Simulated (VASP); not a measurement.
# BiN (Fm-3m) in VASP: notebook

The runs below take BiN through single point, with PBE.

Everything below comes from runs of VASP 6.6.1. Logs are shortened: lines on timing, memory, paths and dates and some standing lists are left out, and cuts for length are marked.

## (1) The cell of the first run

The structure is cubic, space group Fm-3m (No. 225). Conventional cell: a = 5.115 Å, b = 5.115 Å, c = 5.115 Å, α = 90.00°, β = 90.00°, γ = 90.00°. Bi (site symmetry m-3m) has 6 N at 2.56 Å within 3.4 Å. N (site symmetry m-3m) has 6 Bi at 2.56 Å within 3.4 Å.

The cell was built from a structure type or drawn by symmetry, and may not be a known phase.

## (2) Single point, PBE

Contents of INCAR:

```
SYSTEM = BiN
  PREC = Accurate
  ENCUT = 520
  EDIFF = 1E-7
  ISMEAR = 0
  SIGMA = 0.1
  LREAL = .FALSE.
  LASPH = .TRUE.
  NELM = 60
  ALGO = Normal
  ISIF = 2
  LWAVE = .FALSE.
  LCHARG = .TRUE.
  GGA = PE
  LELF = .TRUE.
  LVHAR = .TRUE.
  NBANDS = 17
```

Contents of KPOINTS:

```
Automatic mesh
0
G
  6 6 6
  0 0 0
```

Contents of POSCAR:

```
BiN
1.0
    0.0000000000      2.5576986700      2.5576986700
    2.5576986700      0.0000000000      2.5576986700
    2.5576986700      2.5576986700      0.0000000000
Bi N
1 1
Direct
    0.0000000000      0.0000000000      0.0000000000
    0.5000000000      0.5000000000      0.5000000000
```

Potentials or basis: VASP PAW PBE potentials, release 64 (Bi_d, N).

Launch:

```bash
$ cat potpaw_PBE.64/Bi_d/POTCAR potpaw_PBE.64/N/POTCAR > POTCAR
$ mpirun -np 1 vasp_std > vasp.out
```

OUTCAR:

```text
SYSTEM = BiN
   PREC = Accurate
   ENCUT = 520
   EDIFF = 1E-7
   ISMEAR = 0
   LREAL = .FALSE.
   LASPH = .TRUE.
   NELM = 60
   ISIF = 2
   GGA = PE

 ion  position               nearest neighbor table
   1  0.000  0.000  0.000-   2 2.56   2 2.56   2 2.56   2 2.56   2 2.56   2 2.56
   2  0.500  0.500  0.500-   1 2.56   1 2.56   1 2.56   1 2.56   1 2.56   1 2.56

  LATTYP: Found a face centered cubic cell.
 ALAT       =     5.1153973400

  Lattice vectors:

 A1 = (   0.0000000000,   2.5576986700,   2.5576986700)
 A2 = (   2.5576986700,   0.0000000000,   2.5576986700)
 A3 = (   2.5576986700,   2.5576986700,   0.0000000000)

Analysis of symmetry for initial positions (statically):
=====================================================================
 Subroutine PRICEL returns:
 Original cell was already a primitive cell.

 Routine SETGRP: Setting up the symmetry group for a
 face centered cubic supercell.

 Subroutine GETGRP returns: Found 48 space group operations
 (whereof 48 operations were pure point group operations)
 out of a pool of 48 trial point group operations.

The static configuration has the point symmetry O_h .

Analysis of symmetry for dynamics (positions and initial velocities):
=====================================================================
 Subroutine PRICEL returns:
 Original cell was already a primitive cell.

 Routine SETGRP: Setting up the symmetry group for a
 face centered cubic supercell.

 Subroutine GETGRP returns: Found 48 space group operations
 (whereof 48 operations were pure point group operations)
 out of a pool of 48 trial point group operations.

The dynamic configuration has the point symmetry O_h .

 Subroutine INISYM returns: Found 48 space group operations
 (whereof 48 operations are pure point group operations),
 and found     1 'primitive' translations

----------------------------------------------------------------------------------------

                                     Primitive cell

  volume of cell :      33.4640

  direct lattice vectors                    reciprocal lattice vectors
     0.000000000  2.557698670  2.557698670    -0.195488236  0.195488236  0.195488236
     2.557698670  0.000000000  2.557698670     0.195488236 -0.195488236  0.195488236
     2.557698670  2.557698670  0.000000000     0.195488236  0.195488236 -0.195488236

  length of vectors
     3.617132148  3.617132148  3.617132148     0.338595556  0.338595556  0.338595556

  position of ions in fractional coordinates (direct lattice)
     0.000000000  0.000000000  0.000000000
     0.500000000  0.500000000  0.500000000

  ion indices of the primitive-cell ions
   primitive index   ion index
                 1           1
                 2           2

----------------------------------------------------------------------------------------

 KPOINTS: Automatic mesh

Automatic generation of k-mesh.
 Grid dimensions read from file:
 generate k-points for:    6    6    6

 Generating k-lattice:

  Cartesian coordinates                     Fractional coordinates (reciprocal lattice)
    -0.032581373  0.032581373  0.032581373     0.166666667  0.000000000  0.000000000
     0.032581373 -0.032581373  0.032581373     0.000000000  0.166666667  0.000000000
     0.032581373  0.032581373 -0.032581373     0.000000000  0.000000000  0.166666667

  Length of vectors
     0.056432593  0.056432593  0.056432593

  Shift w.r.t. Gamma in fractional coordinates (k-lattice)
     0.000000000  0.000000000  0.000000000

 Subroutine IBZKPT returns following result:
 ===========================================

 Found     16 irreducible k-points:

 Following reciprocal coordinates:
            Coordinates               Weight
  0.000000  0.000000  0.000000      1.000000
  0.166667  0.000000  0.000000      8.000000
  0.333333  0.000000  0.000000      8.000000
  0.500000  0.000000  0.000000      4.000000
  0.166667  0.166667  0.000000      6.000000
  0.333333  0.166667  0.000000     24.000000
[... 8 lines left out ...]
 -0.333333  0.333333  0.166667     24.000000
 -0.333333  0.500000  0.166667     12.000000
   k-points           NKPTS =     16   k-points in BZ     NKDIM =     16   number of bands    NBANDS=     17
   number of dos      NEDOS =    301   number of ions     NIONS =      2
   total plane-waves  NPLWV =  21952
   dimension x,y,z NGX =    28 NGY =   28 NGZ =   28
   dimension x,y,z NGXF=    56 NGYF=   56 NGZF=   56
   ions per type =               1   1
   NGX,Y,Z   is equivalent  to a cutoff of  12.87, 12.87, 12.87 a.u.
   NGXF,Y,Z  is equivalent  to a cutoff of  25.74, 25.74, 25.74 a.u.
 SYSTEM =  BiN
   PREC   = accura    normal or accurate (medium, high low for compatibility)
   ISTART =      0    job   : 0-new  1-cont  2-samecut
   ICHARG =      2    charge: 1-file 2-atom 10-const
   ISPIN  =      1    spin polarized calculation?
   LNONCOLLINEAR =      F non collinear calculations
   LSORBIT =      F    spin-orbit coupling
   LASPH  =      T    aspherical Exc in radial PAW
   ENCUT  =  520.0 eV  38.22 Ry    6.18 a.u.   6.73  6.73  6.73*2*pi/ulx,y,z
   NELM   =     60;   NELMIN=  2; NELMDL= -5     # of ELM steps
   EDIFF  = 0.1E-06   stopping-criterion for ELM
   LREAL  =      F    real-space projection
   EDIFFG = 0.1E-05   stopping-criterion for IOM
   NSW    =      0    number of steps for IOM
   IBRION =     -1    ionic relax: 0-MD 1-quasi-New 2-CG
   NFREE  =      0    steps in history (QN), initial steepest desc. (CG)
   ISIF   =      2    stress and relaxation
   ISYM   =      2    0-nonsym 1-usesym 2-fastsym
   POTIM  = 0.5000    time-step for ionic-motion
   TEBEG  =    0.0;   TEEND  =   0.0 temperature during run
   PSTRESS=    0.0 pullay stress
   NELECT =      20.0000    total number of electrons
   NUPDOWN=      -1.0000    fix difference up-down
   EMIN   =  10.00;   EMAX   =-10.00  energy-range for DOS
   EFERMI =   0.00;   METHOD = LEGACY
   ISMEAR =     0;   SIGMA  =   0.10  broadening in eV -4-tet -1-fermi 0-gaus
   EFERMI_NEDOS =   21; number of points for ismear=-14 and -15
   IALGO  =     38    algorithm
   IMIX   =      4    mixing-type and parameters
     AMIX     =   0.40;   BMIX     =  1.00
     AMIX_MAG =   1.60;   BMIX_MAG =  1.00
  volume/ion in A,a.u.               =      16.73       112.91
  Fermi-wavevector in a.u.,A,eV,Ry     =   1.378983  2.605899 25.872744  1.901593
  Thomas-Fermi vector in A             =   2.503994
   LORBIT       =      0    0 simple, 1 ext, 2 COOP (PROOUT), +10 PAW based schemes
   GGA     = PE    functional components
   LHFCALC =     F    Hartree Fock is set to
   AEXX    =    0.0000 exact exchange contribution
   IVDW    =     0    specifies the selected vdW correction
   LEPSILON=     F    determine dielectric tensor
   LRPA    =     F    only Hartree local field effects (RPA)
 non-spin polarized calculation
 Gauss-broadening in eV      SIGMA  =   0.10
  energy-cutoff  :      520.00
  volume of cell :       33.46
 maximum number of plane-waves:       934
   NGX = 13   NGY = 13   NGZ = 13

 number of electron      19.9999996 magnetization

 Free energy of the ion-electron system (eV)
  ---------------------------------------------------
  ext. energy  EPLUGINS =         0.00000000
  ---------------------------------------------------
  free energy    TOTEN  =       -10.73265389 eV

  energy without entropy =      -10.73265389  energy(sigma->0) =      -10.73265389

 E-fermi :   9.0713     XC(G=0): -11.3169

 val. band max:        8.5156694812   @ k =  -0.3333   0.1667   0.0000
 cond. band min:       9.5783036349   @ k =  -0.3333   0.1667   0.0000
 fundamental gap:      1.0626341538
 Fermi energy:         9.0713195858

 k-point     1 :       0.0000    0.0000    0.0000
  band No.  band energies     occupation
      1     -14.1252      2.00000
      2     -14.1252      2.00000
      3     -14.1252      2.00000
      4     -14.0372      2.00000
      5     -14.0372      2.00000
      6      -7.5303      2.00000
[... 9 lines left out ...]
     16      18.4819      0.00000
     17      18.4819      0.00000

 k-point     2 :       0.1667    0.0000    0.0000
  band No.  band energies     occupation
      1     -14.1230      2.00000
      2     -14.1116      2.00000
      3     -14.1116      2.00000
      4     -14.0394      2.00000
      5     -14.0394      2.00000
      6      -7.1275      2.00000
[... 9 lines left out ...]
     16      19.3131      0.00000
     17      21.6417      0.00000

 k-point     3 :       0.3333    0.0000    0.0000
  band No.  band energies     occupation
      1     -14.1202      2.00000
      2     -14.1091      2.00000
      3     -14.1091      2.00000
      4     -14.0183      2.00000
      5     -14.0183      2.00000
      6      -6.0027      2.00000
[... 9 lines left out ...]
     16      21.1127      0.00000
     17      23.2463      0.00000

 k-point     4 :       0.5000    0.0000    0.0000
  band No.  band energies     occupation
      1     -14.1196      2.00000
      2     -14.1165      2.00000
      3     -14.1165      2.00000
      4     -13.9989      2.00000
      5     -13.9989      2.00000
      6      -4.9471      2.00000
[... 9 lines left out ...]
     16      23.3907      0.00000
     17      23.3907      0.00000
[... 183 lines left out ...]
      1     -14.1293      2.00000
      2     -14.1291      2.00000
      3     -14.0669      2.00000
      4     -14.0297      2.00000
      5     -14.0072      2.00000
      6      -5.1283      2.00000
[... 9 lines left out ...]
     16      23.4016      0.00000
     17      23.7022      0.00000

 k-point    15 :      -0.3333    0.3333    0.1667
  band No.  band energies     occupation
      1     -14.1409      2.00000
      2     -14.0994      2.00000
      3     -14.0692      2.00000
      4     -14.0380      2.00000
      5     -14.0044      2.00000
      6      -4.3827      2.00000
[... 9 lines left out ...]
     16      23.7659      0.00000
     17      25.0650      0.00000

 k-point    16 :      -0.3333    0.5000    0.1667
  band No.  band energies     occupation
      1     -14.1663      2.00000
      2     -14.1381      2.00000
      3     -14.0436      2.00000
      4     -14.0115      2.00000
      5     -13.9941      2.00000
      6      -4.2353      2.00000
[... 9 lines left out ...]
     16      24.7710      0.00000
     17      26.1795      0.00000

------------------------ aborting loop because EDIFF is reached ----------------------------------------

  FORCE on cell =-STRESS in cart. coord.  units (eV):
  Direction    XX          YY          ZZ          XY          YZ          ZX
  --------------------------------------------------------------------------------------
  -------------------------------------------------------------------------------------
  Total        0.4405562      0.4405562      0.4405562      0.0000000      0.0000000      0.0000000
  in kB       21.0927782     21.0927782     21.0927782      0.0000000      0.0000000      0.0000000
  external PRESSURE =      21.0927782 kB  Pullay stress =       0.0000000 kB

 VOLUME and BASIS-vectors are now :
 -----------------------------------------------------------------------------
  energy-cutoff  :      520.00
  volume of cell :       33.46
      direct lattice vectors                 reciprocal lattice vectors
     0.000000000  2.557698670  2.557698670    -0.195488236  0.195488236  0.195488236
     2.557698670  0.000000000  2.557698670     0.195488236 -0.195488236  0.195488236
     2.557698670  2.557698670  0.000000000     0.195488236  0.195488236 -0.195488236

 POSITION                                       TOTAL-FORCE (eV/Angst)
 -----------------------------------------------------------------------------------
      0.00000      0.00000      0.00000         0.000000     -0.000000      0.000000
      2.55770      2.55770      2.55770        -0.000000      0.000000     -0.000000
 -----------------------------------------------------------------------------------
    total drift:                                0.000000      0.000000      0.000000

  FREE ENERGIE OF THE ION-ELECTRON SYSTEM (eV)
  ---------------------------------------------------
  free  energy   TOTEN  =       -10.7326538932 eV

  energy  without entropy=      -10.7326538932  energy(sigma->0) =      -10.73265389
```

It took 19 s on 1 thread of Intel Xeon 8259CL, shared host; peak memory 0.15 GiB.

What came out:

```yaml
Free_energy: -10.7327 eV
Pressure: 2.1 GPa
Band_gap_on_the_k_mesh: 1.06 eV
```

Levels at points of the mesh, in eV from the valence-band top:
```
           k point  band 6  band 7  band 8  band 9  band 10  band 11  band 12  band 13  band 14  band 15
(0.00, 0.00, 0.00)  -16.05   -6.83   -1.79   -1.79    -1.79     6.78     6.78     6.78     9.44     9.97
(0.50, 0.00, 0.00)  -13.46  -11.08   -1.20   -1.20    -0.45     1.12     3.01     3.01     9.54    13.87
(0.50, 0.50, 0.00)  -12.93   -8.45   -6.39   -3.61    -3.61     5.10     5.34     6.36     6.36    15.21
```

Caveat: spin-orbit coupling is left out, which moves the levels of the heavy elements.

## (3) Single point, PBE

This run uses another cell than the first one, of 17.04 Å³/atom.

Contents of INCAR:

```
SYSTEM = BiN
ALGO     = Normal         ! electronic algorithm
EDIFF    = 1E-6           ! SCF threshold, eV
ENCUT    = 520            ! plane-wave cutoff, eV
GGA      = PE             ! functional
ISIF     = 2              ! what is computed and relaxed
ISMEAR   = 0              ! smearing method
LASPH    = .True.         ! aspherical terms in the spheres
LCHARG   = .False.        ! write CHGCAR
LREAL    = .False.        ! projectors in reciprocal space
LWAVE    = .False.        ! write WAVECAR
NBANDS   = 17             ! bands
NELM     = 60             ! most SCF steps
PREC     = Accurate       ! precision mode
SIGMA    = 0.02           ! smearing width, eV
```

Contents of KPOINTS:

```
k-points
0
Gamma
  10 10 10
  0 0 0
```

Contents of POSCAR:

```
BiN
1.0
    0.0000000000      2.5731450923      2.5731450923
    2.5731450923      0.0000000000      2.5731450923
    2.5731450923      2.5731450923      0.0000000000
Bi N
1 1
Direct
    0.0000000000      0.0000000000      0.0000000000
    0.5000000000      0.5000000000      0.5000000000
```

Potentials or basis: VASP PAW PBE potentials, release 64 (Bi_d, N).

Launch:

```bash
$ cat potpaw_PBE.64/Bi_d/POTCAR potpaw_PBE.64/N/POTCAR > POTCAR
$ mpirun -np 1 vasp_std > vasp.out
```

It took 40 s on 1 thread of Intel Xeon 8259CL, shared host; peak memory 0.17 GiB.

It converged, with:

| Property | Result |
| --- | --- |
| Free energy | -10.6890 eV |
| Pressure | 0.1 GPa |
| Band gap on the k mesh | 0.16 eV |

Levels at points of the mesh, in eV from the valence-band top:
```csv
k point,band 6,band 7,band 8,band 9,band 10,band 11,band 12,band 13,band 14,band 15
"(0.00, 0.00, 0.00)",-16.21,-7.25,-2.04,-2.04,-2.04,6.28,6.28,6.28,9.12,9.57
"(0.50, 0.00, 0.00)",-13.67,-11.36,-1.47,-1.47,-0.79,0.73,2.61,2.61,9.12,13.43
"(0.50, 0.50, 0.00)",-13.18,-8.84,-6.58,-3.85,-3.85,4.76,4.94,5.91,5.91,14.64
```

Caveat: spin-orbit coupling is left out, which moves the levels of the heavy elements.

## (4) Single point, PBE

This run uses another cell than the first one, of 17.03 Å³/atom.

Contents of INCAR:

```
SYSTEM = BiN
  PREC = Accurate
  ENCUT = 520
  EDIFF = 1E-7
  ISMEAR = 0
  SIGMA = 0.01
  LREAL = .FALSE.
  LASPH = .TRUE.
  NELM = 80
  ALGO = Normal
  ISIF = 2
  LWAVE = .FALSE.
  LCHARG = .FALSE.
  GGA = PE
  NBANDS = 17
```

Contents of KPOINTS:

```
Automatic mesh
0
G
  12 12 12
  0 0 0
```

Contents of POSCAR:

```
BiN
1.0
    0.0000000000      2.5726873165      2.5726873165
    2.5726873165      0.0000000000      2.5726873165
    2.5726873165      2.5726873165      0.0000000000
Bi N
1 1
Direct
    0.0000000000      0.0000000000      0.0000000000
    0.5000000000      0.5000000000      0.5000000000
```

Launch:

```bash
$ cat potpaw_PBE.64/Bi_d/POTCAR potpaw_PBE.64/N/POTCAR > POTCAR
$ mpirun -np 1 vasp_std > vasp.out
```

It took 66 s on 1 thread of Intel Xeon 8259CL, shared host; peak memory 0.18 GiB.

It converged, with:

```yaml
Free_energy: -10.6900 eV
Pressure: 0.0 GPa
Band_gap_on_the_k_mesh: 0.17 eV (least direct gap 0.27 eV)
```

Levels at points of the mesh, in eV from the valence-band top:
```csv
k point,band 8,band 9,band 10,band 11,band 12,band 13
"(0.00, 0.00, 0.00)",-2.07,-2.07,-2.07,6.25,6.25,6.25
"(0.50, 0.00, 0.00)",-1.49,-1.49,-0.83,0.71,2.57,2.57
"(0.50, 0.50, 0.00)",-6.62,-3.88,-3.88,4.73,4.92,5.88
```

Caveat: spin-orbit coupling is left out, which moves the levels of the heavy elements.

## (5) The runs side by side

```csv
cell,k mesh,smearing,gap on the mesh (eV),pressure (GPa)
"a = 3.617 Å, angles 60.0°, 2 atoms",6 × 6 × 6,gaussian 0.1 eV,1.06,2.1
"a = 3.639 Å, angles 60.0°, 2 atoms",10 × 10 × 10,gaussian 0.02 eV,0.16,0.1
"a = 3.638 Å, angles 60.0°, 2 atoms",12 × 12 × 12,gaussian 0.01 eV,0.17,0.0
```

Alike in all rows: task single point; level PBE; potentials or basis VASP PAW PBE potentials, release 64 (Bi_d, N); no spin polarisation; cutoff (eV) 520.

Caveats: spin-orbit coupling is left out, which moves the levels of the heavy elements.

Total energies depend on the potentials used, so only differences within one code and one set of settings carry meaning.
